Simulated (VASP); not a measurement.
Here is a VASP 6.6.1 calculation.

INCAR

```
SYSTEM = MnPbO3
  PREC = Accurate
  ENCUT = 520
  EDIFF = 1E-7
  ISMEAR = -1
  SIGMA = 0.1
  LREAL = .FALSE.
  LASPH = .TRUE.
  NELM = 150
  ALGO = Normal
  ISIF = 2
  LWAVE = .FALSE.
  LCHARG = .FALSE.
  ISPIN = 2
  MAGMOM = 5.2 0 0 0 0
  LORBIT = 11
  LMAXMIX = 4
  LDAU = .TRUE.
  LDAUTYPE = 2
  LDAUL = 2 -1 -1
  LDAUU = 3 0 0
  LDAUJ = 0 0 0
  LDAUPRINT = 1
  NBANDS = 34
```

The input KPOINTS:

```
Automatic mesh
0
G
  6 6 6
  0 0 0
```

The input POSCAR:

```
MnPbO3
1.0
    3.9146330000      0.0000000000      0.0000000000
    0.0000000000      3.9146330000      0.0000000000
    0.0000000000      0.0000000000      3.9146330000
Mn Pb O
1 1 3
Direct
    0.5000000000      0.5000000000      0.5000000000
    0.0000000000      0.0000000000      0.0000000000
    0.0000000000      0.5000000000      0.5000000000
    0.5000000000      0.0000000000      0.5000000000
    0.5000000000      0.5000000000      0.0000000000
```

Potentials or basis: VASP PAW LDA potentials, release 64 (Mn_pv, Pb_d, O).

Run with:

```console
$ cat potpaw_LDA.64/Mn_pv/POTCAR potpaw_LDA.64/Pb_d/POTCAR potpaw_LDA.64/O/POTCAR > POTCAR
$ mpirun -np 1 vasp_std > vasp.out
```

**Question.** What does it give for the pressure?

**Answer.** -13.9 GPa.

**Question.** Estimate the site moments.

**Answer.** Mn +3.23; Pb -0.03; O -0.08 μB.

Eigenvalues of the final occupation matrices:
```csv
site,spin,trace,eigenvalues
site 1 d,1,4.04,0.60 0.60 0.95 0.95 0.95
site 1 d,2,0.83,0.11 0.11 0.11 0.25 0.25
```

Caveat: the cell stands under tension; spin-orbit coupling is left out, which moves the levels of the heavy elements; a cell with one magnetic atom can't hold antiferromagnetic order, which such compounds often take. The state reached can hang on the start; a lower one may exist.
